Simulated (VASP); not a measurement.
**BP: single point with r2SCAN**

The system is BP.

```
CELL_PARAMETERS angstrom
0.00000 2.17824 2.26900
2.17824 0.00000 2.26900
2.17824 2.17824 0.00000
ATOMIC_POSITIONS crystal
B 0.00000 0.00000 0.00000
P 0.75000 0.75000 0.75000
```

This cell differs from its parent crystal: strain -0.040 along x and y, +0.000 along z.

- Program: VASP 6.6.1
- Task: single point
- Functional: r2SCAN
- Potentials or basis: VASP PAW PBE potentials, release 64 (B, P)
- Cutoff: 520 eV
- k mesh: 10 × 10 × 10
- Occupations: gaussian, width 0.05 eV
- Spin: no spin polarisation

* Pressure: 15.2 GPa
* Band gap on the k mesh: 1.00 eV (least direct gap 3.55 eV)

Stress tensor (GPa, compression positive):
```
19.69  0.00  0.00
 0.00 19.69  0.00
 0.00  0.00  6.33
```

Levels at points of the mesh, in eV from the valence-band top:
| k point | band 2 | band 3 | band 4 | band 5 | band 6 | band 7 |
| --- | --- | --- | --- | --- | --- | --- |
| (0.00, 0.00, 0.00) | -0.46 | 0.00 | 0.00 | 3.55 | 3.55 | 3.79 |
| (0.50, 0.00, 0.00) | -10.27 | -2.43 | -1.81 | 4.06 | 5.14 | 5.17 |
| (0.50, 0.50, 0.00) | -10.00 | -4.48 | -4.48 | 1.55 | 2.12 | 13.75 |
| (0.50, 0.00, 0.50) | -9.59 | -5.01 | -4.91 | 1.06 | 1.47 | 13.09 |

Wall time 89 s on 1 thread of Intel Xeon 8259CL (shared host), peak memory 0.15 GiB.

Caveat: the cell differs from its parent crystal (strain -0.040 along x and y, +0.000 along z); the stress differs along the axes, from 6 to 20 GPa; the PAW data sets were made with another functional, which shifts forces and pressure a little. A k mesh can miss the band edges.
